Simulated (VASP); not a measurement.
# CaCr (P1) in VASP: single point with PBE

Aim: the single point of CaCr with PBE.

All numbers are computed with VASP 6.6.1; they aren't measurements. Logs are shortened: lines on timing, memory, paths and dates and some standing lists are left out, and cuts for length are marked.

## 1. The cell of the first run

The typed cell holds 2 atoms: a = 3.034 Å, b = 2.888 Å, c = 4.531 Å, α = 90.33°, β = 90.34°, γ = 119.17°.

## 2. Single point, PBE

File INCAR:

```
PREC     = Accurate       # precision mode
ENCUT    = 500            # plane-wave cutoff, eV
EDIFF    = 1E-6           # SCF threshold, eV
ISMEAR   = -1             # smearing method
SIGMA    = 0.15           # smearing width, eV
LREAL    = False          # projectors in reciprocal space
LASPH    = True           # aspherical terms in the spheres
NELM     = 120            # most SCF steps
ALGO     = Normal         # electronic algorithm
ISIF     = 2              # what is computed and relaxed
LWAVE    = False          # write WAVECAR
LCHARG   = False          # write CHGCAR
GGA      = PE             # functional
NBANDS   = 18             # bands
GGA_COMPAT= False
```

File KPOINTS:

```
Automatic mesh
0
Gamma
  3 3 2
  0 0 0.5
```

File POSCAR:

```
CaCr
1.0
    3.0333470000      0.0645140000     -0.0084270000
   -1.4608030000      2.4908760000     -0.0081710000
   -0.0137610000     -0.0233530000      4.5305120000
Cr Ca
1 1
Direct
    0.6965820000      0.1754770000      0.2683990000
    1.0109490000      0.8179820000      0.7583390000
```

Potentials or basis: VASP PAW PBE potentials, release 64 (Cr_pv, Ca_sv).

Started as:

```console
$ cat potpaw_PBE.64/Cr_pv/POTCAR potpaw_PBE.64/Ca_sv/POTCAR > POTCAR
$ mpirun -np 1 vasp_std > vasp.out
```

OUTCAR:

```text
PREC = Accurate
   ENCUT = 500
   EDIFF = 1E-6
   ISMEAR = -1
   LREAL = False
   LASPH = True
   NELM = 120
   ISIF = 2
   GGA = PE

 ion  position               nearest neighbor table
   1  0.697  0.175  0.268-   2 2.74   2 2.80   2 2.84   2 2.88   2 2.88   2 2.92
   2  0.011  0.818  0.758-   1 2.74   1 2.80   1 2.84   1 2.88   1 2.88   1 2.92

  LATTYP: Found a triclinic cell.
 ALAT       =     2.8876418437
 B/A-ratio  =     2.5490494328
 C/A-ratio  =     4.0903088207
 COS(alpha) =     0.0051061689
 COS(beta)  =     0.6038330350
 COS(gamma) =     0.7881388071

  Lattice vectors:

 A1 = (   1.4608030000,  -2.4908760000,   0.0081710000)
 A2 = (   2.9078450000,  -5.0051050000,   4.5468540000)
 A3 = (   1.3765840000,  -7.4904360000,  -9.0280840000)

Analysis of symmetry for initial positions (statically):
=====================================================================
 Subroutine PRICEL returns:
 Original cell was already a primitive cell.

 Routine SETGRP: Setting up the symmetry group for a
 triclinic supercell.

 Subroutine GETGRP returns: Found  1 space group operations
 (whereof  1 operations were pure point group operations)
 out of a pool of  2 trial point group operations.

The static configuration has the point symmetry C_1 .

Analysis of symmetry for dynamics (positions and initial velocities):
=====================================================================
 Subroutine PRICEL returns:
 Original cell was already a primitive cell.

 Routine SETGRP: Setting up the symmetry group for a
 triclinic supercell.

 Subroutine GETGRP returns: Found  1 space group operations
 (whereof  1 operations were pure point group operations)
 out of a pool of  2 trial point group operations.

The dynamic configuration has the point symmetry C_1 .

 Subroutine INISYM returns: Found  1 space group operations
 (whereof  1 operations are pure point group operations),
 and found     1 'primitive' translations

----------------------------------------------------------------------------------------

                                     Primitive cell

  volume of cell :      34.6570

  direct lattice vectors                    reciprocal lattice vectors
     3.033347000  0.064514000 -0.008427000     0.325612816  0.190965870  0.001973372
    -1.460803000  2.490876000 -0.008171000    -0.008427877  0.396529183  0.002018352
    -0.013761000 -0.023353000  4.530512000     0.000590458  0.001070367  0.220732915

  length of vectors
     3.034044676  2.887641844  4.530593086     0.377485845  0.396623872  0.220736300

  position of ions in fractional coordinates (direct lattice)
     0.696582000  0.175477000  0.268399000
     0.010949000  0.817982000  0.758339000

  ion indices of the primitive-cell ions
   primitive index   ion index
                 1           1
                 2           2

----------------------------------------------------------------------------------------

 KPOINTS: Automatic mesh

Automatic generation of k-mesh.
 Grid dimensions read from file:
 generate k-points for:    3    3    2

 Generating k-lattice:

  Cartesian coordinates                     Fractional coordinates (reciprocal lattice)
     0.108537605  0.063655290  0.000657791     0.333333333  0.000000000 -0.000000000
    -0.002809292  0.132176394  0.000672784     0.000000000  0.333333333  0.000000000
     0.000295229  0.000535183  0.110366458    -0.000000000 -0.000000000  0.500000000

  Length of vectors
     0.125828615  0.132207957  0.110368150

  Shift w.r.t. Gamma in fractional coordinates (k-lattice)
     0.000000000  0.000000000  0.500000000

 Subroutine IBZKPT returns following result:
 ===========================================

 Found      9 irreducible k-points:

 Following reciprocal coordinates:
            Coordinates               Weight
  0.000000 -0.000000  0.250000      2.000000
  0.333333 -0.000000  0.250000      2.000000
 -0.333333  0.000000  0.250000      2.000000
  0.000000  0.333333  0.250000      2.000000
  0.333333  0.333333  0.250000      2.000000
 -0.333333  0.333333  0.250000      2.000000
  0.000000 -0.333333  0.250000      2.000000
  0.333333 -0.333333  0.250000      2.000000
 -0.333333 -0.333333  0.250000      2.000000
   k-points           NKPTS =      9   k-points in BZ     NKDIM =      9   number of bands    NBANDS=     18
   number of dos      NEDOS =    301   number of ions     NIONS =      2
   total plane-waves  NPLWV =  20736
   dimension x,y,z NGX =    24 NGY =   24 NGZ =   36
   dimension x,y,z NGXF=    48 NGYF=   48 NGZF=   72
   ions per type =               1   1
   NGX,Y,Z   is equivalent  to a cutoff of  13.15, 13.82, 13.21 a.u.
   NGXF,Y,Z  is equivalent  to a cutoff of  26.30, 27.63, 26.42 a.u.
 SYSTEM =  unknown system
   PREC   = accura    normal or accurate (medium, high low for compatibility)
   ISTART =      0    job   : 0-new  1-cont  2-samecut
   ICHARG =      2    charge: 1-file 2-atom 10-const
   ISPIN  =      1    spin polarized calculation?
   LNONCOLLINEAR =      F non collinear calculations
   LSORBIT =      F    spin-orbit coupling
   LASPH  =      T    aspherical Exc in radial PAW
   ENCUT  =  500.0 eV  36.75 Ry    6.06 a.u.   5.53  5.26  8.26*2*pi/ulx,y,z
   NELM   =    120;   NELMIN=  2; NELMDL= -5     # of ELM steps
   EDIFF  = 0.1E-05   stopping-criterion for ELM
   LREAL  =      F    real-space projection
   EDIFFG = 0.1E-04   stopping-criterion for IOM
   NSW    =      0    number of steps for IOM
   IBRION =     -1    ionic relax: 0-MD 1-quasi-New 2-CG
   NFREE  =      0    steps in history (QN), initial steepest desc. (CG)
   ISIF   =      2    stress and relaxation
   ISYM   =      2    0-nonsym 1-usesym 2-fastsym
   POTIM  = 0.5000    time-step for ionic-motion
   TEBEG  =    0.0;   TEEND  =   0.0 temperature during run
   PSTRESS=    0.0 pullay stress
   NELECT =      22.0000    total number of electrons
   NUPDOWN=      -1.0000    fix difference up-down
   EMIN   =  10.00;   EMAX   =-10.00  energy-range for DOS
   EFERMI =   0.00;   METHOD = LEGACY
   ISMEAR =    -1;   SIGMA  =   0.15  broadening in eV -4-tet -1-fermi 0-gaus
   EFERMI_NEDOS =   21; number of points for ismear=-14 and -15
   IALGO  =     38    algorithm
   IMIX   =      4    mixing-type and parameters
     AMIX     =   0.40;   BMIX     =  1.00
     AMIX_MAG =   1.60;   BMIX_MAG =  1.00
  volume/ion in A,a.u.               =      17.33       116.94
  Fermi-wavevector in a.u.,A,eV,Ry     =   1.406972  2.658792 26.933698  1.979571
  Thomas-Fermi vector in A             =   2.529279
   LORBIT       =      0    0 simple, 1 ext, 2 COOP (PROOUT), +10 PAW based schemes
   GGA     = PE    functional components
   LHFCALC =     F    Hartree Fock is set to
   AEXX    =    0.0000 exact exchange contribution
   IVDW    =     0    specifies the selected vdW correction
   LEPSILON=     F    determine dielectric tensor
   LRPA    =     F    only Hartree local field effects (RPA)
 non-spin polarized calculation
  energy-cutoff  :      500.00
  volume of cell :       34.66
 maximum number of plane-waves:       889
 NGX is ok and might be reduce to    24
   NGX = 11   NGY = 11   NGZ = 17

 number of electron      21.9999998 magnetization

 Free energy of the ion-electron system (eV)
  ---------------------------------------------------
  ext. energy  EPLUGINS =         0.00000000
  ---------------------------------------------------
  free energy    TOTEN  =        -8.57156236 eV

  energy without entropy =       -8.36193885  energy(sigma->0) =       -8.46675061

 E-fermi :   6.3130     XC(G=0): -11.2550

 val. band max:        6.1319144525   @ k =   0.0000   0.3333   0.2500
 cond. band min:       6.5614150335   @ k =   0.0000  -0.0000   0.2500
 fundamental gap:      0.4295005810
 Fermi energy:         6.3129805255

 k-point     1 :       0.0000   -0.0000    0.2500
  band No.  band energies     occupation
      1     -36.3066      2.00000
      2     -36.2843      2.00000
      3     -36.2389      2.00000
      4     -33.7577      2.00000
      5     -14.8112      2.00000
      6     -14.2458      2.00000
[... 10 lines left out ...]
     17      10.9737      0.00000
     18      12.9191      0.00000

 k-point     2 :       0.3333   -0.0000    0.2500
  band No.  band energies     occupation
      1     -36.3812      2.00000
      2     -36.2884      2.00000
      3     -36.2588      2.00000
      4     -33.5914      2.00000
      5     -15.2377      2.00000
      6     -14.6283      2.00000
[... 10 lines left out ...]
     17      12.5495      0.00000
     18      13.2898      0.00000

 k-point     3 :      -0.3333    0.0000    0.2500
  band No.  band energies     occupation
      1     -36.3810      2.00000
      2     -36.2881      2.00000
      3     -36.2588      2.00000
      4     -33.5921      2.00000
      5     -15.2373      2.00000
      6     -14.6269      2.00000
[... 10 lines left out ...]
     17      12.5234      0.00000
     18      13.2805      0.00000

 k-point     4 :       0.0000    0.3333    0.2500
  band No.  band energies     occupation
      1     -36.3709      2.00000
      2     -36.3065      2.00000
      3     -36.2825      2.00000
      4     -33.5416      2.00000
      5     -15.3175      2.00000
      6     -14.5850      2.00000
[... 10 lines left out ...]
     17      12.0729      0.00000
     18      13.0580      0.00000

 k-point     5 :       0.3333    0.3333    0.2500
  band No.  band energies     occupation
      1     -36.3709      2.00000
      2     -36.3608      2.00000
      3     -36.2743      2.00000
      4     -33.4605      2.00000
      5     -15.2644      2.00000
      6     -15.1158      2.00000
[... 10 lines left out ...]
     17      10.8729      0.00000
     18      14.2158      0.00000

 k-point     6 :      -0.3333    0.3333    0.2500
  band No.  band energies     occupation
      1     -36.3696      2.00000
      2     -36.3009      2.00000
      3     -36.2835      2.00000
      4     -33.5512      2.00000
      5     -15.3051      2.00000
      6     -14.5929      2.00000
[... 10 lines left out ...]
     17      12.1798      0.00000
     18      13.0914      0.00000

 k-point     7 :       0.0000   -0.3333    0.2500
  band No.  band energies     occupation
      1     -36.3707      2.00000
      2     -36.3066      2.00000
      3     -36.2822      2.00000
      4     -33.5423      2.00000
      5     -15.3173      2.00000
      6     -14.5836      2.00000
[... 10 lines left out ...]
     17      12.0479      0.00000
     18      13.0627      0.00000

 k-point     8 :       0.3333   -0.3333    0.2500
  band No.  band energies     occupation
      1     -36.3696      2.00000
      2     -36.3008      2.00000
      3     -36.2835      2.00000
      4     -33.5513      2.00000
      5     -15.3049      2.00000
      6     -14.5927      2.00000
[... 10 lines left out ...]
     17      12.1778      0.00000
     18      13.0861      0.00000

 k-point     9 :      -0.3333   -0.3333    0.2500
  band No.  band energies     occupation
      1     -36.3710      2.00000
      2     -36.3607      2.00000
      3     -36.2743      2.00000
      4     -33.4605      2.00000
      5     -15.2643      2.00000
      6     -15.1160      2.00000
[... 10 lines left out ...]
     17      10.8714      0.00000
     18      14.2118      0.00000

------------------------ aborting loop because EDIFF is reached ----------------------------------------

  FORCE on cell =-STRESS in cart. coord.  units (eV):
  Direction    XX          YY          ZZ          XY          YZ          ZX
  --------------------------------------------------------------------------------------
  -------------------------------------------------------------------------------------
  Total        1.2272995      1.6672172      4.3568316     -0.1408673      0.1252199      0.0719677
  in kB       56.7375514     77.0747663    201.4145304     -6.5122378      5.7888656      3.3270389
  external PRESSURE =     111.7422827 kB  Pullay stress =       0.0000000 kB

 VOLUME and BASIS-vectors are now :
 -----------------------------------------------------------------------------
  energy-cutoff  :      500.00
  volume of cell :       34.66
      direct lattice vectors                 reciprocal lattice vectors
     3.033347000  0.064514000 -0.008427000     0.325612816  0.190965870  0.001973372
    -1.460803000  2.490876000 -0.008171000    -0.008427877  0.396529183  0.002018352
    -0.013761000 -0.023353000  4.530512000     0.000590458  0.001070367  0.220732915

 POSITION                                       TOTAL-FORCE (eV/Angst)
 -----------------------------------------------------------------------------------
      1.85294      0.47576      1.20868        -0.169768     -0.196799     -0.437704
     -1.17213      2.02049      3.42889         0.169768      0.196799      0.437704
 -----------------------------------------------------------------------------------
    total drift:                                0.000002     -0.000192      0.000291

  FREE ENERGIE OF THE ION-ELECTRON SYSTEM (eV)
  ---------------------------------------------------
  free  energy   TOTEN  =        -8.5715623632 eV

  energy  without entropy=       -8.3619388494  energy(sigma->0) =       -8.46675061
```

Run time: 8.3 s. Hardware: 1 thread of AMD EPYC 9R45 (Zen 5), shared host; peak memory 0.12 GiB.

Results:

```
Free energy            : -8.5716 eV
Pressure               : 11.2 GPa
Largest force          : 0.509 eV/Å
Band gap on the k mesh : zero (bands 11 and 12 overlap by 0.46 eV)
```

Forces in eV/Å, atoms in the order of the input:
```
Cr  -0.170 -0.197 -0.438
Ca   0.170  0.197  0.438
```

Caveat: the k points lie up to 0.82 Å⁻¹ apart; the run has no spin polarisation, though such a crystal can be magnetic. Spin polarisation is off, so any magnetic state and its effect on volume and gap are missing.
